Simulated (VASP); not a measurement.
# GaSn (Fm-3m) in VASP: relaxation of cell and atoms with PBE

Aim: the relaxation of cell and atoms of GaSn with PBE.

Everything below comes from runs of VASP 6.6.1. Logs are shortened: lines on timing, memory, paths and dates and some standing lists are left out, and cuts for length are marked.

## (1) The cell of the first run

It takes space group Fm-3m (No. 225, cubic). The conventional cell has a = 5.806 Å, b = 5.806 Å, c = 5.806 Å, α = 90.00°, β = 90.00°, γ = 90.00°. Within 3.8 Å of Ga (site symmetry m-3m) lie 6 Sn at 2.90 Å. Sn (site symmetry m-3m) has 6 Ga at 2.90 Å within 3.8 Å.

The cell was generated, and may not be a known phase.

## (2) Relaxation of cell and atoms, PBE

Contents of INCAR:

```
PREC = Accurate
ENCUT = 600
EDIFF = 1E-6
ISMEAR = 0
SIGMA = 0.1
LREAL = F
LASPH = T
NELM = 80
ALGO = Fast
ISIF = 3
LWAVE = F
LCHARG = F
GGA = PE
IBRION = 2
NSW = 100
EDIFFG = -0.01
```

Contents of KPOINTS:

```
Automatic mesh
0
Gamma
  16 16 16
```

Contents of POSCAR:

```
GaSn
1.0
    0.0000000000      2.9027512816      2.9027512816
    2.9027512816      0.0000000000      2.9027512816
    2.9027512816      2.9027512816      0.0000000000
Ga Sn
1 1
Direct
    0.5000000000      0.5000000000      0.5000000000
    0.0000000000      0.0000000000      0.0000000000
```

Potentials or basis: VASP PAW PBE potentials, release 64 (Ga_d, Sn_d).

On the command line:

```bash
$ cat potpaw_PBE.64/Ga_d/POTCAR potpaw_PBE.64/Sn_d/POTCAR > POTCAR
$ mpirun -np 1 vasp_std > vasp.out
```

OUTCAR:

```text
PREC = Accurate
   ENCUT = 600
   EDIFF = 1E-6
   ISMEAR = 0
   LREAL = F
   LASPH = T
   NELM = 80
   ISIF = 3
   GGA = PE
   IBRION = 2
   NSW = 100
   EDIFFG = -0.01

 ion  position               nearest neighbor table
   1  0.500  0.500  0.500-   2 2.90   2 2.90   2 2.90   2 2.90   2 2.90   2 2.90
   2  0.000  0.000  0.000-   1 2.90   1 2.90   1 2.90   1 2.90   1 2.90   1 2.90

  LATTYP: Found a face centered cubic cell.
 ALAT       =     5.8055025632

  Lattice vectors:

 A1 = (   0.0000000000,   2.9027512816,   2.9027512816)
 A2 = (   2.9027512816,   0.0000000000,   2.9027512816)
 A3 = (   2.9027512816,   2.9027512816,   0.0000000000)

Analysis of symmetry for initial positions (statically):
=====================================================================
 Subroutine PRICEL returns:
 Original cell was already a primitive cell.

 Routine SETGRP: Setting up the symmetry group for a
 face centered cubic supercell.

 Subroutine GETGRP returns: Found 48 space group operations
 (whereof 48 operations were pure point group operations)
 out of a pool of 48 trial point group operations.

The static configuration has the point symmetry O_h .

Analysis of symmetry for dynamics (positions and initial velocities):
=====================================================================
 Subroutine PRICEL returns:
 Original cell was already a primitive cell.

 Routine SETGRP: Setting up the symmetry group for a
 face centered cubic supercell.

 Subroutine GETGRP returns: Found 48 space group operations
 (whereof 48 operations were pure point group operations)
 out of a pool of 48 trial point group operations.

The dynamic configuration has the point symmetry O_h .

 Subroutine INISYM returns: Found 48 space group operations
 (whereof 48 operations are pure point group operations),
 and found     1 'primitive' translations

----------------------------------------------------------------------------------------

                                     Primitive cell

  volume of cell :      48.9170

  direct lattice vectors                    reciprocal lattice vectors
[... 93 lines left out ...]
   ISIF   =      3    stress and relaxation
   ISYM   =      2    0-nonsym 1-usesym 2-fastsym
   POTIM  = 0.5000    time-step for ionic-motion
   TEBEG  =    0.0;   TEEND  =   0.0 temperature during run
   PSTRESS=    0.0 pullay stress
   NELECT =      27.0000    total number of electrons
   NUPDOWN=      -1.0000    fix difference up-down
   EMIN   =  10.00;   EMAX   =-10.00  energy-range for DOS
   EFERMI =   0.00;   METHOD = LEGACY
   ISMEAR =     0;   SIGMA  =   0.10  broadening in eV -4-tet -1-fermi 0-gaus
   EFERMI_NEDOS =   21; number of points for ismear=-14 and -15
   IALGO  =     68    algorithm
   IMIX   =      4    mixing-type and parameters
     AMIX     =   0.40;   BMIX     =  1.00
     AMIX_MAG =   1.60;   BMIX_MAG =  1.00
  volume/ion in A,a.u.               =      24.46       165.05
  Fermi-wavevector in a.u.,A,eV,Ry     =   1.342898  2.537709 24.536396  1.803374
  Thomas-Fermi vector in A             =   2.471015
   LORBIT       =      0    0 simple, 1 ext, 2 COOP (PROOUT), +10 PAW based schemes
   GGA     = PE    functional components
   LHFCALC =     F    Hartree Fock is set to
   AEXX    =    0.0000 exact exchange contribution
   IVDW    =     0    specifies the selected vdW correction
   LEPSILON=     F    determine dielectric tensor
   LRPA    =     F    only Hartree local field effects (RPA)
 conjugate gradient relaxation of ions
 non-spin polarized calculation
 RMM-DIIS sequential band-by-band and
 Gauss-broadening in eV      SIGMA  =   0.10
  energy-cutoff  :      600.00
  volume of cell :       48.92
 maximum number of plane-waves:      1660
 NGX is ok and might be reduce to    36
   NGX = 17   NGY = 17   NGZ = 17

--------------------------------------- Ionic step        1  -------------------------------------------

 number of electron      27.0000007 magnetization

 Free energy of the ion-electron system (eV)
  ---------------------------------------------------
  ext. energy  EPLUGINS =         0.00000000
  ---------------------------------------------------
  free energy    TOTEN  =        -6.58988763 eV

  energy without entropy =       -6.58483653  energy(sigma->0) =       -6.58736208

------------------------ aborting loop because EDIFF is reached ----------------------------------------

  FORCE on cell =-STRESS in cart. coord.  units (eV):
  Direction    XX          YY          ZZ          XY          YZ          ZX
  --------------------------------------------------------------------------------------
  -------------------------------------------------------------------------------------
  Total       -0.0413683     -0.0413683     -0.0413683      0.0000000      0.0000000     -0.0000000
  in kB       -1.3549348     -1.3549348     -1.3549348      0.0000000      0.0000000     -0.0000000
  external PRESSURE =      -1.3549348 kB  Pullay stress =       0.0000000 kB
[... 59 lines left out ...]
--------------------------------------- Ionic step        3  -------------------------------------------

 number of electron      27.0000007 magnetization

 Free energy of the ion-electron system (eV)
  ---------------------------------------------------
  ext. energy  EPLUGINS =         0.00000000
  ---------------------------------------------------
  free energy    TOTEN  =        -6.58990218 eV

  energy without entropy =       -6.58485685  energy(sigma->0) =       -6.58737952

 E-fermi :   6.1825     XC(G=0): -10.2643

 val. band max:        6.1725313563   @ k =   0.5000   0.1875   0.0000
 cond. band min:       6.1925197560   @ k =  -0.3125   0.3125   0.0000
 fundamental gap:      0.0199883997
 Fermi energy:         6.1825208815

 k-point     1 :       0.0000    0.0000    0.0000
  band No.  band energies     occupation
      1     -15.1657      2.00000
      2     -15.1657      2.00000
      3     -15.1401      2.00000
      4     -15.1401      2.00000
      5     -15.1401      2.00000
      6      -8.6034      2.00000
[... 457 lines left out ...]
      4     -15.1388      2.00000
      5     -15.1378      2.00000
      6      -8.6076      2.00000
[... 9 lines left out ...]
     16      12.0239      0.00000
     17      12.2587      0.00000

 [... further k-points ...]

------------------------ aborting loop because EDIFF is reached ----------------------------------------

  FORCE on cell =-STRESS in cart. coord.  units (eV):
  Direction    XX          YY          ZZ          XY          YZ          ZX
  --------------------------------------------------------------------------------------
  -------------------------------------------------------------------------------------
  Total        0.0098602      0.0098602      0.0098602      0.0000000     -0.0000000      0.0000000
  in kB        0.3233761      0.3233761      0.3233761      0.0000000     -0.0000000      0.0000000
  external PRESSURE =       0.3233761 kB  Pullay stress =       0.0000000 kB
[... 17 lines left out ...]
  FREE ENERGIE OF THE ION-ELECTRON SYSTEM (eV)
  ---------------------------------------------------
  free  energy   TOTEN  =        -6.5899021790 eV

  energy  without entropy=       -6.5848568514  energy(sigma->0) =       -6.58737952

 reached required accuracy - stopping structural energy minimisation
```

Wall time 2.8 min (1 thread of Intel Xeon Platinum 8488C (Sapphire Rapids), shared host); peak memory 0.33 GiB.

What came out:

```yaml
Free_energy: -6.5899 eV
Relaxed_volume: 24.43 Å³/atom
Relaxed_cell: a = 4.103 Å, b = 4.103 Å, c = 4.103 Å, α = 60.00°, β = 60.00°, γ = 60.00°
Space_group_after_relaxing_to_0.1_Å: Fm-3m (No. 225)
Energy_gained_by_relaxing: 0.0 meV/atom
Ionic_steps: 3
Pressure_after_relaxing: 0.0 GPa
Band_gap_on_the_k_mesh: zero (an odd number of electrons rules out a gap without spin polarisation)
```

Final structure:
```xyz
2
Lattice="0.0000 2.9015 2.9015 2.9015 0.0000 2.9015 2.9015 2.9015 0.0000" Properties=species:S:1:pos:R:3 pbc="T T T"
Ga    2.9015    2.9015    2.9015
Sn    0.0000    0.0000    0.0000
```

Levels at points of the mesh, in eV from the Fermi level:
```tsv
k point	band 12	band 13	band 14	band 15	band 16	band 17
(0.00, 0.00, 0.00)	1.26	1.26	1.26	1.28	6.88	6.90
(0.50, 0.00, 0.00)	-6.94	1.93	1.93	2.50	2.50	3.41
(0.50, 0.50, 0.00)	-4.36	-3.11	-1.49	-1.49	3.44	9.86
```

Caveat: spin-orbit coupling is left out, which moves the levels of the heavy elements.
